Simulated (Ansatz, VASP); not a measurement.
## Ca3Lu: VASP beside Ansatz

```xyz
4
Lattice="5.1620 0.0000 0.0000 0.0000 5.1620 0.0000 0.0000 0.0000 5.1620" Properties=species:S:1:pos:R:3 pbc="T T T"
Ca    2.5810    0.0000    0.0000
Ca    0.0000    2.5810    0.0000
Ca    0.0000    0.0000    2.5810
Lu    2.5810    2.5810    2.5810
```

Alike in both runs: functional LDA; k mesh 5 × 5 × 5; occupations fermi-dirac, width 0.1 eV; no spin polarisation.

Ansatz relaxed the structure, and its values are those at the end. VASP's run is a single point on that final structure, the one shown.

```csv
,VASP,Ansatz
version,VASP 6.6.1,Ansatz 0.2.0
potentials or method,"VASP PAW PBE potentials, release 64 (Ca_sv, Lu), cutoff 520 eV","plane waves, PAW"
valence electrons in the cell,55,55
```

|  | VASP | Ansatz | Ansatz less VASP |
| --- | --- | --- | --- |
| pressure (GPa) | 0.0 | 0.0 | -0.02 |

VASP's potentials were made for PBE, not for LDA. LDA's correlation is that of Perdew and Zunger in VASP and of Perdew and Wang (1992) in Ansatz.

Neither program's run includes spin-orbit coupling.
